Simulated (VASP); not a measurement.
**Sc2BF2: single point with PBE**

The system is Sc2BF2.

```
CELL_PARAMETERS angstrom
3.20938 0.00000 0.00000
-1.60469 2.77940 0.00000
0.00000 0.00000 9.67718
ATOMIC_POSITIONS crystal
Sc 0.00000 0.00000 0.34422
Sc 0.33333 0.66667 0.81627
B 0.00000 0.00000 0.97974
F 0.00000 0.00000 0.12739
F 0.66667 0.33333 0.69727
```

```yaml
Program: VASP 6.6.1
Task: single point
Functional: PBE
Potentials_or_basis: VASP PAW PBE potentials, release 64 (Sc_sv, B, F)
Cutoff: 520 eV
k_mesh: 6 × 6 × 2
Occupations: gaussian, width 0.1 eV
Spin: no spin polarisation
```

```yaml
Pressure: 0.2 GPa
Largest_force: 0.131 eV/Å
Band_gap_on_the_k_mesh: zero (an odd number of electrons rules out a gap without spin polarisation)
```

Forces on the atoms (eV/Å):
```
Sc   0.000  0.000  0.011
Sc   0.000  0.000  0.042
B    0.000  0.000 -0.131
F    0.000  0.000  0.123
F    0.000  0.000 -0.045
```

Stress tensor (GPa, compression positive):
```
-0.02  0.00  0.00
 0.00 -0.02  0.00
 0.00  0.00  0.70
```

Levels at points of the mesh, in eV from the Fermi level:
```csv
k point,band 17,band 18,band 19,band 20,band 21,band 22
"(0.00, 0.00, 0.00)",-5.92,-3.66,-0.26,0.39,1.12,1.12
"(0.50, 0.00, 0.00)",-4.44,-1.95,-1.34,-0.06,0.37,1.02
"(0.00, 0.00, 0.50)",-5.86,-3.74,-0.19,0.37,1.12,1.12
"(0.50, 0.00, 0.50)",-4.44,-1.94,-1.33,-0.05,0.31,1.02
```

It took 21 s on 1 thread of Intel(R) Xeon(R) 6975P-C (Granite Rapids), on a shared host, peak memory 0.2 GiB.

Caveat: the k points lie up to 0.38 Å⁻¹ apart, too coarse for converged energies and pressures of a metal; an odd number of electrons without spin polarisation forces a metal; a magnetic or distorted state may lie lower.
